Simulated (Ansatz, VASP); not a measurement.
# BTe3: VASP beside Ansatz

```
B Te
1.0
     4.68418    0.00000    0.00000
     0.00000    4.68418    0.00000
     0.00000    0.00000    4.68418
B Te
1 3
Direct
  0.00000 0.00000 0.00000
  0.00000 0.50000 0.50000
  0.50000 0.00000 0.50000
  0.50000 0.50000 0.00000
```

Alike in both runs: task relaxation of cell and atoms; functional PBE; k mesh 10 × 10 × 10; occupations gaussian, width 0.1 eV; no spin polarisation.

```csv
,VASP,Ansatz
version,VASP 6.6.1,Ansatz 0.2.0
potentials or method,"VASP PAW PBE potentials, release 64 (B, Te), cutoff 600 eV","scalar-relativistic, plane waves, PAW"
valence electrons in the cell,21,51
```

```tsv
	VASP	Ansatz	Ansatz less VASP
gap on the k mesh at the Fermi level, each at its own relaxed structure (eV)	none	none	-
relaxed volume (Å³/atom)	24.77	24.86	+0.091
relaxed length of the cell vector where the two differ most in proportion (Å)	4.628	4.633	+0.0057
```

A gap of «none» marks a metal or a gap that the smearing closes. VASP's potentials hold 21 valence electrons a cell and Ansatz's 51, so a difference there can come from the potentials and not from the codes.

Neither program's run includes spin-orbit coupling.
